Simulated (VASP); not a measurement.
# C18Se in VASP: further runs, part 2 of 2

VASP 6.6.1. The steps go on from the part before.

## (3) Single point, PBE

File INCAR:

```
SYSTEM = C18Se
  ALGO = Normal
  EDIFF = 1E-6
  ENCUT = 520
  GGA = PE
  ISIF = 2
  ISMEAR = -1
  LASPH = .True.
  LCHARG = .True.
  LELF = .True.
  LREAL = Auto
  LVHAR = .True.
  LWAVE = .False.
  NBANDS = 54
  NELM = 100
  PREC = Accurate
  SIGMA = 0.02
```

File KPOINTS:

```
k-points
0
Gamma
  2 2 1
  0 0 0
```

File POSCAR:

```
C18Se
1.0
    7.3980000000      0.0000000000      0.0000000000
   -3.6990000000      6.4068560000      0.0000000000
    0.0000000000      0.0000000000     12.0000000000
C Se
18 1
Direct
   -0.0015699934     -0.0025027876      0.0791729167
    0.2212063626      0.1086344066      0.0796402500
   -0.0045832741      0.3305704077      0.0847154167
    0.2196331241      0.4400245612      0.1026200000
   -0.0002177643      0.6659707975      0.0765608333
    0.2175813426      0.7767998844      0.0821140000
    0.3310549489     -0.0014851278      0.0780753333
    0.5540694556      0.1087780028      0.0778963333
    0.3344774643      0.3305832065      0.0849610833
    0.5524895960      0.4404133634      0.0775914167
    0.3340427199      0.6688040125      0.1016995000
    0.5585433145      0.7767911437      0.0822755000
    0.6667997694     -0.0015029212      0.0780693333
    0.8867737292      0.1086180179      0.0795432500
    0.6644210161      0.3295054548      0.0750895833
    0.8872471761      0.4404135195      0.0773470833
    0.6655247143      0.6659745435      0.0767720000
    0.8881690794      0.7769826573      0.0749559167
    0.2891507917      0.5811477580      0.2708995833
```

Potentials or basis: VASP PAW PBE potentials, release 64 (C, Se).

Started as:

```console
$ cat potpaw_PBE.64/C/POTCAR potpaw_PBE.64/Se/POTCAR > POTCAR
$ mpirun -np 1 vasp_std > vasp.out
```

OUTCAR:

```text
SYSTEM = C18Se
   EDIFF = 1E-6
   ENCUT = 520
   GGA = PE
   ISIF = 2
   ISMEAR = -1
   LASPH = .True.
   LREAL = Auto
   NELM = 100
   PREC = Accurate

 ion  position               nearest neighbor table
   1  0.998  0.997  0.079-  18 1.41   2 1.43  14 1.43
   2  0.221  0.109  0.080-   7 1.41   9 1.42   1 1.43
   3  0.995  0.331  0.085-  16 1.40  14 1.42   4 1.45
   4  0.220  0.440  0.103-   3 1.45   9 1.45  11 1.47  19 2.21
   5  1.000  0.666  0.077-   6 1.40  18 1.43  16 1.45
   6  0.218  0.777  0.082-   5 1.40   7 1.42  11 1.46
   7  0.331  0.999  0.078-   2 1.41   6 1.42   8 1.43
   8  0.554  0.109  0.078-  15 1.41  13 1.43   7 1.43
[... 439 lines left out ...]
  Total        1.9417791      4.0612883     -0.1065877      0.0099708     -0.6505984      0.0486874
  in kB        5.4697801     11.4402065     -0.3002459      0.0280868     -1.8326649      0.1371471
  external PRESSURE =       5.5365802 kB  Pullay stress =       0.0000000 kB

 VOLUME and BASIS-vectors are now :
 -----------------------------------------------------------------------------
  energy-cutoff  :      520.00
  volume of cell :      568.78
      direct lattice vectors                 reciprocal lattice vectors
     7.398000000  0.000000000  0.000000000     0.135171668  0.078041398  0.000000000
    -3.699000000  6.406856000  0.000000000     0.000000000  0.156082796  0.000000000
     0.000000000  0.000000000 12.000000000     0.000000000  0.000000000  0.083333333

 POSITION                                       TOTAL-FORCE (eV/Angst)
 -----------------------------------------------------------------------------------
      3.69664      6.39082      0.95008        -0.002810      0.024461      0.001291
      1.23465      0.69600      0.95568         0.001009      0.014490      0.004519
      6.14131      2.11792      1.01659        -0.006569      0.022092      0.020519
     -0.00280      2.81917      1.23144         0.001216      0.012422      0.074532
      4.93296      4.26678      0.91873         0.003256      0.018234     -0.016279
     -1.26372      4.97685      0.98537         0.000290      0.008885     -0.018297
[... 11 lines left out ...]
      3.69662      4.97802      0.89947         0.002228      0.015752     -0.022308
     -0.01053      3.72333      3.25079         0.016107     -0.293417     -0.005812
 -----------------------------------------------------------------------------------
    total drift:                               -0.012741     -0.015561      0.002404

  FREE ENERGIE OF THE ION-ELECTRON SYSTEM (eV)
  ---------------------------------------------------
  free  energy   TOTEN  =      -166.8888686610 eV

  energy  without entropy=     -166.8887472967  energy(sigma->0) =     -166.88880798
```

OSZICAR:

```text
N       E                     dE             d eps       ncg     rms          rms(c)
DAV:   1     0.640088018562E+03    0.64009E+03   -0.31049E+04   440   0.114E+03
DAV:   2    -0.771048531206E+02   -0.71719E+03   -0.68771E+03   640   0.274E+02
DAV:   3    -0.176316834763E+03   -0.99212E+02   -0.98391E+02   504   0.106E+02
[... 15 lines left out ...]
DAV:  19    -0.166888841938E+03   -0.73208E-04   -0.76900E-06   446   0.642E-03    0.115E-03
DAV:  20    -0.166888859805E+03   -0.17866E-04   -0.17131E-06   396   0.314E-03    0.692E-04
DAV:  21    -0.166888865724E+03   -0.59193E-05   -0.56570E-07   370   0.168E-03    0.285E-04
DAV:  22    -0.166888868277E+03   -0.25529E-05   -0.25716E-07   320   0.108E-03    0.145E-04
DAV:  23    -0.166888868661E+03   -0.38422E-06   -0.50145E-08   302   0.561E-04
   1 F= -.16688887E+03 E0= -.16688881E+03  d E =-.121364E-03
```

It took 5.5 min on 1 thread of Intel Xeon Platinum 8259CL at 2.50GHz (Skylake/Cascade Lake), shared host; peak memory 0.58 GiB.

What came out:

```
Free energy            : -166.8889 eV
Largest force          : 0.294 eV/Å
Band gap on the k mesh : 0.29 eV, direct
```

Forces on the atoms (eV/Å):
```
C   -0.003  0.024  0.001
C    0.001  0.014  0.005
C   -0.007  0.022  0.021
C    0.001  0.012  0.075
C    0.003  0.018 -0.016
C    0.000  0.009 -0.018
C    0.004  0.014 -0.005
C    0.001  0.007  0.006
C    0.006  0.024  0.018
C   -0.004  0.015 -0.007
C   -0.003  0.035 -0.004
C   -0.002  0.008 -0.017
C   -0.007  0.015 -0.002
C   -0.005  0.013  0.005
C   -0.002  0.011 -0.009
C    0.004  0.016 -0.004
C   -0.007  0.019 -0.018
C    0.002  0.016 -0.022
Se   0.016 -0.293 -0.006
```

Caveat: the k points lie up to 0.49 Å⁻¹ apart.

## (4) Single point, PBE

File INCAR:

```
SYSTEM = C18Se
ALGO = Normal ; EDIFF = 1E-6
ENCUT = 520 ; GGA = PE
ISIF = 2 ; ISMEAR = -1
LASPH = .TRUE. ; LCHARG = .FALSE.
LREAL = Auto ; LWAVE = .FALSE.
NBANDS = 54 ; NELM = 80
PREC = Accurate ; SIGMA = 0.02
```

File KPOINTS:

```
k-points
0
G
  2 2 1
  0 0 0
```

File POSCAR:

```
C18Se
1.0
    7.3980000000      0.0000000000      0.0000000000
   -3.6990000000      6.4068560000      0.0000000000
    0.0000000000      0.0000000000     12.0000000000
C Se
18 1
Direct
   -0.0023037153     -0.0015182174      0.0794860833
    0.2201220129      0.1098501355      0.0798141667
   -0.0013926448      0.3311349592      0.0769734167
    0.2167536154      0.4382577039      0.0831079167
   -0.0042602738      0.6630812367      0.0833821667
    0.2190682036      0.7769790674      0.0968607500
    0.3329971455      0.0002943722      0.0836430000
    0.5519749017      0.1094913012      0.0775499167
    0.3302897301      0.3298903550      0.0791149167
    0.5532809737      0.4428996063      0.0785190833
    0.3328969548      0.6633005331      0.1006629167
    0.5578648603      0.7793725971      0.0828935000
    0.6649482897     -0.0025486760      0.0770005000
    0.8873580846      0.1088794566      0.0757247500
    0.6639004767      0.3322216076      0.0756850000
    0.8865761372      0.4441095601      0.0773103333
    0.6662336335      0.6658506138      0.0788839167
    0.8863242510      0.7760402294      0.0795892500
    0.3021810017      0.6880454313      0.2737978333
```

Potentials or basis: VASP PAW PBE potentials, release 64 (C, Se).

Started as:

```console
$ cat potpaw_PBE.64/C/POTCAR potpaw_PBE.64/Se/POTCAR > POTCAR
$ mpirun -np 1 vasp_std > vasp.out
```

OUTCAR:

```text
SYSTEM = C18Se
   EDIFF = 1E-6
   ENCUT = 520
   GGA = PE
   ISIF = 2
   ISMEAR = -1
   LASPH = .TRUE.
   LREAL = Auto
   NELM = 80
   PREC = Accurate

 ion  position               nearest neighbor table
   1  0.998  0.998  0.079-  14 1.41   2 1.43  18 1.43
   2  0.220  0.110  0.080-   9 1.41   1 1.43   7 1.43
   3  0.999  0.331  0.077-   4 1.40  14 1.42  16 1.44
   4  0.217  0.438  0.083-   3 1.40   9 1.42  11 1.46
   5  0.996  0.663  0.083-  16 1.40  18 1.43   6 1.44
   6  0.219  0.777  0.097-   7 1.44   5 1.44  11 1.46  19 2.39
   7  0.333  0.000  0.084-   8 1.40   2 1.43   6 1.44
   8  0.552  0.109  0.078-   7 1.40  15 1.43  13 1.44
[... 439 lines left out ...]
  Total        3.3419472      2.1914557     -0.1294008     -0.9125266      0.4998694     -0.6201497
  in kB        9.4139010      6.1730918     -0.3645078     -2.5704880      1.4080775     -1.7468940
  external PRESSURE =       5.0741617 kB  Pullay stress =       0.0000000 kB

 VOLUME and BASIS-vectors are now :
 -----------------------------------------------------------------------------
  energy-cutoff  :      520.00
  volume of cell :      568.78
      direct lattice vectors                 reciprocal lattice vectors
     7.398000000  0.000000000  0.000000000     0.135171668  0.078041398  0.000000000
    -3.699000000  6.406856000  0.000000000     0.000000000  0.156082796  0.000000000
     0.000000000  0.000000000 12.000000000     0.000000000  0.000000000  0.083333333

 POSITION                                       TOTAL-FORCE (eV/Angst)
 -----------------------------------------------------------------------------------
      3.68757      6.39713      0.95383         0.016508     -0.012322      0.004885
      1.22213      0.70379      0.95777         0.019910     -0.012442      0.014888
      6.16283      2.12153      0.92368         0.019611      0.000907     -0.039203
     -0.01757      2.80785      0.99730         0.002741     -0.016486     -0.068600
      4.91374      4.24827      1.00059         0.018433     -0.025291      0.042951
     -1.25338      4.97799      1.16233         0.022451     -0.023556      0.136046
[... 11 lines left out ...]
      3.68645      4.97198      0.95507         0.014404     -0.010991      0.008685
     -0.30954      4.40821      3.28557        -0.279327      0.225855     -0.021273
 -----------------------------------------------------------------------------------
    total drift:                               -0.001648     -0.012864      0.006455

  FREE ENERGIE OF THE ION-ELECTRON SYSTEM (eV)
  ---------------------------------------------------
  free  energy   TOTEN  =      -166.8040770299 eV

  energy  without entropy=     -166.8038109915  energy(sigma->0) =     -166.80394401
```

stdout:

```text
POSCAR found type information on POSCAR C Se
 POSCAR found :  2 types and      19 ions
 scaLAPACK will be used
 LDA part: xc-table for (Slater+PW92), standard interpolation
 POSCAR, INCAR and KPOINTS ok, starting setup
 FFT: planning ... GRIDC
 FFT: planning ... GRID_SOFT
 FFT: planning ... GRID
 WAVECAR not read
 entering main loop
```

Run time: 4.3 min. Hardware: 1 thread of Intel Xeon Platinum 8259CL at 2.50GHz (Skylake/Cascade Lake), shared host; peak memory 0.58 GiB.

What came out:

```yaml
Free_energy: -166.8041 eV
Largest_force: 0.360 eV/Å
Band_gap_on_the_k_mesh: 0.25 eV, direct
```

Forces in eV/Å, atoms in the order of the input:
```
C    0.017 -0.012  0.005
C    0.020 -0.012  0.015
C    0.020  0.001 -0.039
C    0.003 -0.016 -0.069
C    0.018 -0.025  0.043
C    0.022 -0.024  0.136
C    0.022 -0.003  0.048
C    0.002 -0.005 -0.004
C    0.009 -0.010 -0.020
C    0.009 -0.018  0.009
C    0.042 -0.036  0.004
C    0.010 -0.011 -0.034
C    0.018 -0.008 -0.024
C    0.015 -0.017 -0.033
C    0.013 -0.009 -0.008
C    0.011 -0.003 -0.004
C    0.015 -0.007 -0.014
C    0.014 -0.011  0.009
Se  -0.279  0.226 -0.021
```

Caveat: the k points lie up to 0.49 Å⁻¹ apart.
